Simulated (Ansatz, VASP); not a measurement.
## ZrC: VASP beside Ansatz

```
CELL_PARAMETERS angstrom
0.00000 2.30069 2.30069
2.38231 0.05939 2.24130
2.38231 2.24130 0.05939
ATOMIC_POSITIONS crystal
Zr 0.50000 0.48195 0.51805
C 0.00000 0.01805 0.98195
```

Alike in both runs: task single point; functional PBE; k mesh 14 × 14 × 14; occupations gaussian, width 0.1 eV; no spin polarisation.

|  | VASP | Ansatz |
| --- | --- | --- |
| version | VASP 6.6.1 | Ansatz 0.2.0 |
| potentials or method | VASP PAW PBE potentials, release 64 (Zr_sv, C), cutoff 520 eV | scalar-relativistic, plane waves, PAW |
| valence electrons in the cell | 16 | 16 |

```csv
,VASP,Ansatz,Ansatz less VASP
gap on the k mesh at the Fermi level (eV),none,none,-
pressure (GPa),26.6,26.3,-0.30
"traceless stress, the component that is largest in VASP (GPa)",-21.68,-21.60,+0.081
rms of the force components (eV/Å),0.741,0.740,-0.0015
```

Atom by atom the forces differ by 0.002 eV/Å (rms over components). A gap of «none» marks a metal or a gap that the smearing closes.
